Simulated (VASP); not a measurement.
# BaTiO3 (P4mm) in VASP: settings compared

The runs below take BaTiO3 through single point, with RPBE+D3(BJ), PBE+D3(BJ).

All numbers are computed with VASP 6.6.1; they aren't measurements. Logs are shortened: lines on timing, memory, paths and dates and some standing lists are left out, and cuts for length are marked.

## (1) The cell of the first run

It takes space group P4mm (No. 99, tetragonal). The conventional cell has a = 3.918 Å, b = 3.918 Å, c = 3.936 Å, α = 90.00°, β = 90.00°, γ = 90.00°. Ba (site symmetry 4mm) has 12 O at 2.73 to 2.82 Å and 8 Ti at 3.38 to 3.42 Å within 3.6 Å. Within 2.5 Å of Ti (site symmetry 4mm) lie 6 O at 1.85 to 2.08 Å. O (site symmetry 2mm) has 2 Ti at 1.96 Å within 2.6 Å. O (site symmetry 4mm) has 2 Ti at 1.85 to 2.08 Å within 2.5 Å.

## (2) Single point, RPBE+D3(BJ)

INCAR

```
  ALGO = Normal
  EDIFF = 1E-6
  ENCUT = 520
  GGA = RP
  ISIF = 2
  ISMEAR = -1
  IVDW = 12
  LASPH = True
  LCHARG = False
  LREAL = False
  LWAVE = False
  NBANDS = 28
  NELM = 80
  PREC = Accurate
  SIGMA = 0.05
```

KPOINTS

```
k-points
0
Gamma
  7 7 7
```

POSCAR

```
BaTiO3
1.0
    3.9181485176      0.0000000000      0.0000000000
    0.0000000000      3.9181485176      0.0000000000
    0.0000000000      0.0000000000      3.9359769848
Ba Ti O
1 1 3
Direct
    0.0000000000      0.0000000000      0.0000000000
    0.5000000000      0.5000000000      0.4900000000
    0.0000000000      0.5000000000      0.5170000000
    0.5000000000      0.0000000000      0.5170000000
    0.5000000000      0.5000000000      0.0190000000
```

Potentials or basis: VASP PAW PBE potentials, release 64 (Ba_sv, Ti_sv, O).

Command:

```
cat potpaw_PBE.64/Ba_sv/POTCAR potpaw_PBE.64/Ti_sv/POTCAR potpaw_PBE.64/O/POTCAR > POTCAR
mpirun -np 1 vasp_std > vasp.out
```

OUTCAR:

```text
EDIFF = 1E-6
   ENCUT = 520
   GGA = RP
   ISIF = 2
   ISMEAR = -1
   IVDW = 12
   LASPH = True
   LREAL = False
   NELM = 80
   PREC = Accurate
 IVDW          = 12

 ion  position               nearest neighbor table
   1  0.000  0.000  0.000-   3 2.73   4 2.73   3 2.73   4 2.73   5 2.77   5 2.77   5 2.77   5 2.77
                             4 2.82   3 2.82   4 2.82   3 2.82   2 3.38   2 3.38   2 3.38   2 3.38
   2  0.500  0.500  0.490-   5 1.85   4 1.96   3 1.96   4 1.96   3 1.96   5 2.08   1 3.38   1 3.38
                             1 3.38   1 3.38   1 3.42   1 3.42   1 3.42   1 3.42
   3  0.000  0.500  0.517-   2 1.96   2 1.96   1 2.73   1 2.73   1 2.82   1 2.82
   4  0.500  0.000  0.517-   2 1.96   2 1.96   1 2.73   1 2.73   1 2.82   1 2.82
   5  0.500  0.500  0.019-   2 1.85   2 2.08   1 2.77   1 2.77   1 2.77   1 2.77

  LATTYP: Found a simple tetragonal cell.
 ALAT       =     3.9181485176
 C/A-ratio  =     1.0045502275

  Lattice vectors:

 A1 = (   3.9181485176,   0.0000000000,   0.0000000000)
 A2 = (   0.0000000000,   3.9181485176,   0.0000000000)
 A3 = (   0.0000000000,   0.0000000000,   3.9359769848)

Analysis of symmetry for initial positions (statically):
=====================================================================
 Subroutine PRICEL returns:
 Original cell was already a primitive cell.

 Routine SETGRP: Setting up the symmetry group for a
 simple tetragonal supercell.

 Subroutine GETGRP returns: Found  8 space group operations
 (whereof  8 operations were pure point group operations)
 out of a pool of 16 trial point group operations.

The static configuration has the point symmetry C_4v.

Analysis of symmetry for dynamics (positions and initial velocities):
=====================================================================
 Subroutine PRICEL returns:
 Original cell was already a primitive cell.

 Routine SETGRP: Setting up the symmetry group for a
 simple tetragonal supercell.

 Subroutine GETGRP returns: Found  8 space group operations
 (whereof  8 operations were pure point group operations)
 out of a pool of 16 trial point group operations.

The dynamic configuration has the point symmetry C_4v.

 Subroutine INISYM returns: Found  8 space group operations
 (whereof  8 operations are pure point group operations),
 and found     1 'primitive' translations

----------------------------------------------------------------------------------------

                                     Primitive cell

  volume of cell :      60.4247

  direct lattice vectors                    reciprocal lattice vectors
     3.918148518  0.000000000  0.000000000     0.255222587  0.000000000  0.000000000
     0.000000000  3.918148518  0.000000000     0.000000000  0.255222587  0.000000000
     0.000000000  0.000000000  3.935976985     0.000000000  0.000000000  0.254066526

  length of vectors
     3.918148518  3.918148518  3.935976985     0.255222587  0.255222587  0.254066526

  position of ions in fractional coordinates (direct lattice)
     0.000000000  0.000000000  0.000000000
     0.500000000  0.500000000  0.490000000
     0.000000000  0.500000000  0.517000000
     0.500000000  0.000000000  0.517000000
     0.500000000  0.500000000  0.019000000

  ion indices of the primitive-cell ions
   primitive index   ion index
                 1           1
                 2           2
                 3           3
                 4           4
                 5           5

----------------------------------------------------------------------------------------

 KPOINTS: k-points

Automatic generation of k-mesh.
 Grid dimensions read from file:
 generate k-points for:    7    7    7

 Generating k-lattice:

  Cartesian coordinates                     Fractional coordinates (reciprocal lattice)
     0.036460370  0.000000000  0.000000000     0.142857143  0.000000000  0.000000000
     0.000000000  0.036460370  0.000000000     0.000000000  0.142857143  0.000000000
     0.000000000  0.000000000  0.036295218     0.000000000  0.000000000  0.142857143

  Length of vectors
     0.036460370  0.036460370  0.036295218

  Shift w.r.t. Gamma in fractional coordinates (k-lattice)
     0.000000000  0.000000000  0.000000000

 Subroutine IBZKPT returns following result:
 ===========================================

 Found     40 irreducible k-points:

 Following reciprocal coordinates:
            Coordinates               Weight
  0.000000  0.000000  0.000000      1.000000
  0.142857  0.000000  0.000000      4.000000
  0.285714  0.000000  0.000000      4.000000
  0.428571  0.000000  0.000000      4.000000
  0.142857  0.142857  0.000000      4.000000
  0.285714  0.142857  0.000000      8.000000
[... 16 lines left out ...]
  0.285714  0.000000  0.285714      8.000000
  0.428571  0.000000  0.285714      8.000000
 [... further k-points ...]
   k-points           NKPTS =     40   k-points in BZ     NKDIM =     40   number of bands    NBANDS=     28
   number of dos      NEDOS =    301   number of ions     NIONS =      5
   total plane-waves  NPLWV =  27000
   dimension x,y,z NGX =    30 NGY =   30 NGZ =   30
   dimension x,y,z NGXF=    60 NGYF=   60 NGZF=   60
   ions per type =               1   1   3
   NGX,Y,Z   is equivalent  to a cutoff of  12.73, 12.73, 12.67 a.u.
   NGXF,Y,Z  is equivalent  to a cutoff of  25.46, 25.46, 25.34 a.u.
 SYSTEM =  unknown system
   PREC   = accura    normal or accurate (medium, high low for compatibility)
   ISTART =      0    job   : 0-new  1-cont  2-samecut
   ICHARG =      2    charge: 1-file 2-atom 10-const
   ISPIN  =      1    spin polarized calculation?
   LNONCOLLINEAR =      F non collinear calculations
   LSORBIT =      F    spin-orbit coupling
   LASPH  =      T    aspherical Exc in radial PAW
   ENCUT  =  520.0 eV  38.22 Ry    6.18 a.u.   7.29  7.29  7.32*2*pi/ulx,y,z
   NELM   =     80;   NELMIN=  2; NELMDL= -5     # of ELM steps
   EDIFF  = 0.1E-05   stopping-criterion for ELM
   LREAL  =      F    real-space projection
   EDIFFG = 0.1E-04   stopping-criterion for IOM
   NSW    =      0    number of steps for IOM
   IBRION =     -1    ionic relax: 0-MD 1-quasi-New 2-CG
   NFREE  =      0    steps in history (QN), initial steepest desc. (CG)
   ISIF   =      2    stress and relaxation
   ISYM   =      2    0-nonsym 1-usesym 2-fastsym
   POTIM  = 0.5000    time-step for ionic-motion
   TEBEG  =    0.0;   TEEND  =   0.0 temperature during run
   PSTRESS=    0.0 pullay stress
   NELECT =      40.0000    total number of electrons
   NUPDOWN=      -1.0000    fix difference up-down
   EMIN   =  10.00;   EMAX   =-10.00  energy-range for DOS
   EFERMI =   0.00;   METHOD = LEGACY
   ISMEAR =    -1;   SIGMA  =   0.05  broadening in eV -4-tet -1-fermi 0-gaus
   EFERMI_NEDOS =   21; number of points for ismear=-14 and -15
   IALGO  =     38    algorithm
   IMIX   =      4    mixing-type and parameters
     AMIX     =   0.40;   BMIX     =  1.00
     AMIX_MAG =   1.60;   BMIX_MAG =  1.00
  volume/ion in A,a.u.               =      12.08        81.55
  Fermi-wavevector in a.u.,A,eV,Ry     =   1.426779  2.696221 27.697358  2.035698
  Thomas-Fermi vector in A             =   2.547019
   LORBIT       =      0    0 simple, 1 ext, 2 COOP (PROOUT), +10 PAW based schemes
   GGA     = RP    functional components
   LHFCALC =     F    Hartree Fock is set to
   AEXX    =    0.0000 exact exchange contribution
   IVDW    =    12    specifies the selected vdW correction
   LEPSILON=     F    determine dielectric tensor
   LRPA    =     F    only Hartree local field effects (RPA)
 non-spin polarized calculation
  energy-cutoff  :      520.00
  volume of cell :       60.42
 maximum number of plane-waves:      1647
 NGX is ok and might be reduce to    30
   NGX = 15   NGY = 15   NGZ = 15

 number of electron      40.0000001 magnetization

 Free energy of the ion-electron system (eV)
  ---------------------------------------------------
  ext. energy  EPLUGINS =         0.00000000
  ---------------------------------------------------
  free energy    TOTEN  =       -37.51004797 eV

  energy without entropy =      -37.51004797  energy(sigma->0) =      -37.51004797

 E-fermi :   5.4488     XC(G=0): -11.3757

 val. band max:        4.3751948712   @ k =   0.4286   0.4286   0.4286
 cond. band min:       6.4109958140   @ k =   0.0000   0.0000   0.0000
 fundamental gap:      2.0358009428
 Fermi energy:         5.4487906671

 k-point     1 :       0.0000    0.0000    0.0000
  band No.  band energies     occupation
      1     -52.0089      2.00000
      2     -28.2192      2.00000
      3     -28.1810      2.00000
      4     -28.1810      2.00000
      5     -20.3041      2.00000
      6     -12.6693      2.00000
[... 20 lines left out ...]
     27       9.7004      0.00000
     28      12.6222      0.00000

 k-point     2 :       0.1429    0.0000    0.0000
  band No.  band energies     occupation
      1     -52.0086      2.00000
      2     -28.2186      2.00000
      3     -28.1947      2.00000
      4     -28.1805      2.00000
      5     -20.2738      2.00000
      6     -12.7013      2.00000
[... 20 lines left out ...]
     27      10.1060      0.00000
     28      13.1134      0.00000

 k-point     3 :       0.2857    0.0000    0.0000
  band No.  band energies     occupation
      1     -52.0080      2.00000
      2     -28.2253      2.00000
      3     -28.2173      2.00000
      4     -28.1793      2.00000
      5     -20.2042      2.00000
      6     -12.8495      2.00000
[... 20 lines left out ...]
     27      11.1631      0.00000
     28      13.0751      0.00000

 k-point     4 :       0.4286    0.0000    0.0000
  band No.  band energies     occupation
      1     -52.0075      2.00000
      2     -28.2494      2.00000
      3     -28.2164      2.00000
      4     -28.1784      2.00000
      5     -20.1466      2.00000
      6     -13.0019      2.00000
[... 20 lines left out ...]
     27      12.2605      0.00000
     28      12.9429      0.00000

 k-point     5 :       0.1429    0.1429    0.0000
  band No.  band energies     occupation
      1     -52.0083      2.00000
      2     -28.2181      2.00000
      3     -28.1945      2.00000
      4     -28.1937      2.00000
      5     -20.2456      2.00000
      6     -12.7011      2.00000
[... 20 lines left out ...]
     27      10.4651      0.00000
     28      13.2212      0.00000

 k-point     6 :       0.2857    0.1429    0.0000
  band No.  band energies     occupation
      1     -52.0077      2.00000
      2     -28.2245      2.00000
      3     -28.2168      2.00000
      4     -28.1927      2.00000
      5     -20.1809      2.00000
      6     -12.7854      2.00000
[... 463 lines left out ...]
      5     -20.2074      2.00000
      6     -12.8212      2.00000
[... 20 lines left out ...]
     27      11.1840      0.00000
     28      13.0700      0.00000

 k-point    22 :       0.1429    0.0000    0.2857
  band No.  band energies     occupation
      1     -52.0078      2.00000
      2     -28.2608      2.00000
      3     -28.1928      2.00000
      4     -28.1788      2.00000
      5     -20.1841      2.00000
      6     -12.7537      2.00000
[... 20 lines left out ...]
     27      11.5689      0.00000
     28      13.3688      0.00000

 k-point    23 :       0.2857    0.0000    0.2857
  band No.  band energies     occupation
      1     -52.0072      2.00000
      2     -28.2590      2.00000
      3     -28.2227      2.00000
      4     -28.1777      2.00000
      5     -20.1308      2.00000
      6     -12.6534      2.00000
[... 20 lines left out ...]
     27      12.6139      0.00000
     28      13.5135      0.00000

 k-point    24 :       0.4286    0.0000    0.2857
  band No.  band energies     occupation
      1     -52.0067      2.00000
      2     -28.2575      2.00000
      3     -28.2465      2.00000
      4     -28.1768      2.00000
      5     -20.0871      2.00000
      6     -12.6485      2.00000
[... 20 lines left out ...]
     27      13.3164      0.00000
     28      13.7935      0.00000

 [... further k-points ...]

------------------------ aborting loop because EDIFF is reached ----------------------------------------

 Edisp (eV)   -8.60519

 E8    (eV) :    -6.0340

  FORCE on cell =-STRESS in cart. coord.  units (eV):
  Direction    XX          YY          ZZ          XY          YZ          ZX
  --------------------------------------------------------------------------------------
  -------------------------------------------------------------------------------------
  Total      -2.83226    -2.83226    -2.41583     0.00000     0.00000     0.00000
  in kB     -75.09808   -75.09808   -64.05650     0.00000     0.00000     0.00000
  external pressure =      -71.42 kB  Pullay stress =        0.00 kB

 VOLUME and BASIS-vectors are now :
 -----------------------------------------------------------------------------
  energy-cutoff  :      520.00
  volume of cell :       60.42
      direct lattice vectors                 reciprocal lattice vectors
     3.918148518  0.000000000  0.000000000     0.255222587  0.000000000  0.000000000
     0.000000000  3.918148518  0.000000000     0.000000000  0.255222587  0.000000000
     0.000000000  0.000000000  3.935976985     0.000000000  0.000000000  0.254066526

 POSITION                                       TOTAL-FORCE (eV/Angst)
 -----------------------------------------------------------------------------------
      0.00000      0.00000      0.00000         0.000000      0.000000      0.164435
      1.95907      1.95907      1.92863         0.000000      0.000000      0.220004
      0.00000      1.95907      2.03490        -0.000000     -0.000000     -0.106209
      1.95907      0.00000      2.03490         0.000000      0.000000     -0.106209
      1.95907      1.95907      0.07478         0.000000     -0.000000     -0.172022
 -----------------------------------------------------------------------------------
    total drift:                                0.000000      0.000000      0.000171

  FREE ENERGIE OF THE ION-ELECTRON SYSTEM (eV)
  ---------------------------------------------------
  free  energy   TOTEN  =       -46.1152360508 eV

  energy  without entropy=      -46.1152360507  energy(sigma->0) =      -46.11523605
```

Wall time 36 s (1 thread of Intel Xeon 6975P-C (Granite Rapids), shared host); peak memory 0.22 GiB.

Results:

```yaml
Free_energy: -46.1152 eV
Pressure: -7.1 GPa
Largest_force: 0.220 eV/Å
Band_gap_on_the_k_mesh: 2.04 eV, indirect (least direct gap 2.17 eV)
Dispersion_energy_per_atom: -1.721 eV
```

Forces on the atoms (eV/Å):
```
Ba   0.000  0.000  0.164
Ti   0.000  0.000  0.220
O    0.000  0.000 -0.106
O    0.000  0.000 -0.106
O    0.000  0.000 -0.172
```

Stress tensor (GPa, compression positive):
```
-7.51  0.00  0.00
 0.00 -7.51  0.00
 0.00  0.00 -6.41
```

Levels at points of the mesh, in eV from the valence-band top:
```tsv
k point	band 18	band 19	band 20	band 21	band 22	band 23
(0.00, 0.00, 0.00)	-0.15	-0.14	-0.14	2.04	2.27	2.27
```

Caveat: the PAW data sets were made with another functional, which shifts forces and pressure a little; spin-orbit coupling is left out, which moves the levels of the heavy elements.

## (3) Single point, PBE+D3(BJ)

This run uses another cell than the first one, of 12.34 Å³/atom, 1.021 times its volume.

INCAR

```
ALGO     = Normal         # electronic algorithm
EDIFF    = 1E-7           # SCF threshold, eV
ENCUT    = 520            # plane-wave cutoff, eV
GGA      = PE             # functional
ISIF     = 2              # what is computed and relaxed
ISMEAR   = -1             # smearing method
IVDW     = 12             # dispersion correction
LASPH    = T              # aspherical terms in the spheres
LCHARG   = F              # write CHGCAR
LREAL    = F              # projectors in reciprocal space
LWAVE    = F              # write WAVECAR
NBANDS   = 28             # bands
NELM     = 80             # most SCF steps
PREC     = Accurate       # precision mode
SIGMA    = 0.05           # smearing width, eV
```

KPOINTS is that of step 2.

Edit POSCAR of step 2 so:

```diff
@@ -2,5 +2,5 @@
 1.0
-    3.9181485176      0.0000000000      0.0000000000
-    0.0000000000      3.9181485176      0.0000000000
-    0.0000000000      0.0000000000      3.9359769848
+    3.9457420220      0.0000000000      0.0000000000
+    0.0000000000      3.9457420220      0.0000000000
+    0.0000000000      0.0000000000      3.9636960459
 Ba Ti O
```

Potentials or basis: VASP PAW PBE potentials, release 64 (Ba_sv, Ti_sv, O).

Command:

```
cat potpaw_PBE.64/Ba_sv/POTCAR potpaw_PBE.64/Ti_sv/POTCAR potpaw_PBE.64/O/POTCAR > POTCAR
mpirun -np 1 vasp_std > vasp.out
```

It took 36 s on 1 thread of Intel Xeon 6975P-C (Granite Rapids), shared host; peak memory 0.23 GiB.

It converged, with:

```
Free energy                : -41.2279 eV
Pressure                   : 8.5 GPa
Largest force              : 0.118 eV/Å
Band gap on the k mesh     : 1.95 eV, indirect (least direct gap 2.11 eV)
Dispersion energy per atom : -0.276 eV
```

Forces on the atoms (eV/Å):
```
Ba   0.000  0.000  0.118
Ti   0.000  0.000  0.083
O    0.000  0.000 -0.105
O    0.000  0.000 -0.105
O    0.000  0.000  0.009
```

Stress tensor (GPa, compression positive):
```
8.13 0.00 0.00
0.00 8.13 0.00
0.00 0.00 9.25
```

Levels at points of the mesh, in eV from the valence-band top:
```
           k point  band 18  band 19  band 20  band 21  band 22  band 23
(0.00, 0.00, 0.00)    -0.17    -0.16    -0.16     1.95     2.18     2.18
```

Caveat: spin-orbit coupling is left out, which moves the levels of the heavy elements. A k mesh can miss the band edges.

## (4) Single point, RPBE+D3(BJ)

This run uses another cell than the first one, of 12.34 Å³/atom, 1.021 times its volume.

INCAR

```
PREC     = Accurate       # precision mode
ENCUT    = 520            # plane-wave cutoff, eV
EDIFF    = 1E-6           # SCF threshold, eV
ISMEAR   = -1             # smearing method
SIGMA    = 0.05           # smearing width, eV
LREAL    = False          # projectors in reciprocal space
LASPH    = True           # aspherical terms in the spheres
NELM     = 80             # most SCF steps
ALGO     = Normal         # electronic algorithm
ISIF     = 2              # what is computed and relaxed
LWAVE    = False          # write WAVECAR
LCHARG   = True           # write CHGCAR
GGA      = RP             # functional
IVDW     = 12             # dispersion correction
LELF     = True           # ELF
LVHAR    = True         
NBANDS   = 28             # bands
```

KPOINTS

```
Automatic mesh
0
Gamma
  7 7 7
```

POSCAR is that of step 3.

Command:

```
cat potpaw_PBE.64/Ba_sv/POTCAR potpaw_PBE.64/Ti_sv/POTCAR potpaw_PBE.64/O/POTCAR > POTCAR
mpirun -np 1 vasp_std > vasp.out
```

Run time: 35 s. Hardware: 1 thread of Intel Xeon 6975P-C (Granite Rapids), shared host; peak memory 0.22 GiB.

Results (log left out):

```yaml
Free_energy: -46.0436 eV
Pressure: -11.0 GPa
Largest_force: 0.142 eV/Å
Band_gap_on_the_k_mesh: 1.99 eV, indirect (least direct gap 2.15 eV)
Dispersion_energy_per_atom: -1.676 eV
```

Forces on the atoms (eV/Å):
```
Ba   0.000  0.000  0.142
Ti   0.000  0.000  0.110
O    0.000  0.000 -0.113
O    0.000  0.000 -0.113
O    0.000  0.000 -0.025
```

Stress tensor (GPa, compression positive):
```
-11.34   0.00   0.00
  0.00 -11.34   0.00
  0.00   0.00 -10.32
```

Levels at points of the mesh, in eV from the valence-band top:
| k point | band 17 | band 18 | band 19 | band 20 | band 21 | band 22 | band 23 | band 24 |
| --- | --- | --- | --- | --- | --- | --- | --- | --- |
| (0.00, 0.00, 0.00) | -1.10 | -0.17 | -0.16 | -0.16 | 1.99 | 2.22 | 2.22 | 4.34 |

Caveat: the PAW data sets were made with another functional, which shifts forces and pressure a little; spin-orbit coupling is left out, which moves the levels of the heavy elements. A k mesh can miss the band edges.

[end of part 1 of 2]
